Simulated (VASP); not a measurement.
A run of VASP 6.6.1 is set up as follows.

POSCAR

```
P
1.0
    1.6598950418     -5.5299063441      0.0000000000
    1.6598950418      5.5299063441      0.0000000000
    0.0000000000      0.0000000000      4.4749280185
P
4
Direct
    0.9056282543      0.0943717457      0.5866454246
    0.0943717457      0.9056282543      0.4133545754
    0.5943717457      0.4056282543      0.0866454246
    0.4056282543      0.5943717457      0.9133545754
```

INCAR.step1

```
  PREC = Accurate
  ENCUT = 520
  EDIFF = 1E-5
  ISMEAR = -1
  SIGMA = 0.05
  LREAL = False
  LASPH = True
  NELM = 80
  ALGO = Normal
  ISIF = 2
  LWAVE = True
  LCHARG = False
  GGA = PE
  NBANDS = 18
```

File INCAR.step2:

```
  PREC = Accurate
  ENCUT = 520
  EDIFF = 1E-6
  ISMEAR = -1
  SIGMA = 0.05
  LREAL = False
  LASPH = True
  NELM = 80
  ALGO = Normal
  ISIF = 2
  LWAVE = False
  LCHARG = False
  GGA = PE
  LHFCALC = True
  AEXX = 0.25
  PRECFOCK = Normal
  ISTART = 1
  NBANDS = 18
```

The input KPOINTS:

```
Automatic mesh
0
Gamma
  4 4 3
```

Potentials or basis: VASP PAW PBE potentials, release 64 (P).

Run with:

```console
$ cat potpaw_PBE.64/P/POTCAR > POTCAR
$ cp INCAR.step1 INCAR
$ mpirun -np 1 vasp_std > vasp.out
$ cp INCAR.step2 INCAR
$ mpirun -np 1 vasp_std > vasp.out
```

(1) What does it give for the pressure?

(2) Predict the band gap on the k mesh.

(3) Predict the largest force.

Results:

(1) -0.7 GPa.

(2) 1.46 eV.

(3) 0.081 eV/Å.

Caveat: the k points lie up to 0.49 Å⁻¹ apart; the PAW data sets were made with another functional, which shifts forces and pressure a little; an odd mesh through Γ misses points on the zone boundary, where band edges can lie.
